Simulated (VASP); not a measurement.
A run of VASP 6.6.1 is set up as follows.

INCAR

```
SYSTEM = NaH
PREC = Accurate
ENCUT = 520
EDIFF = 1E-7
ISMEAR = 0
SIGMA = 0.1
LREAL = Auto
LASPH = .TRUE.
NELM = 100
ALGO = Normal
ISIF = 2
LWAVE = .FALSE.
LCHARG = .TRUE.
GGA = PS
LELF = .TRUE.
LVHAR = .TRUE.
NBANDS = 46
ISYM = 0
```

The input KPOINTS:

```
Automatic mesh
0
Gamma
  2 2 2
  0.5 0.5 0.5
```

Contents of POSCAR:

```
NaH
1.0
   -4.8800000000     -4.8800000000      0.0000000000
    0.0000000000     -4.8800000000      4.8800000000
   -4.8800000000      0.0000000000      4.8800000000
Na H
8 8
Direct
    0.5000000000      0.0000000000      0.0000000000
    0.0000000000      0.0000000000      0.0000000000
    0.5000000000      0.5000000000      0.0000000000
    0.0000000000      0.5000000000      0.0000000000
    0.5000000000      0.0000000000      0.5000000000
    0.0000000000      0.0000000000      0.5000000000
    0.5000000000      0.5000000000      0.5000000000
    0.0000000000      0.5000000000      0.5000000000
    0.7500000000      0.2500000000      0.2500000000
    0.2500000000      0.2500000000      0.2500000000
    0.7500000000      0.7500000000      0.2500000000
    0.2500000000      0.7500000000      0.2500000000
    0.7500000000      0.2500000000      0.7500000000
    0.2500000000      0.2500000000      0.7500000000
    0.7500000000      0.7500000000      0.7500000000
    0.2500000000      0.7500000000      0.7500000000
```

Potentials or basis: VASP PAW PBE potentials, release 64 (Na_pv, H).

Launch:

```console
$ cat potpaw_PBE.64/Na_pv/POTCAR potpaw_PBE.64/H/POTCAR > POTCAR
$ mpirun -np 1 vasp_std > vasp.out
```

**Question.** Estimate the pressure.

**Answer.** -1.2 GPa.

**Question.** What does it give for the band gap on the k mesh?

**Answer.** 4.11 eV.

Caveat: the k points lie up to 0.56 Å⁻¹ apart; the PAW data sets were made with another functional, which shifts forces and pressure a little. A k mesh can miss the band edges.
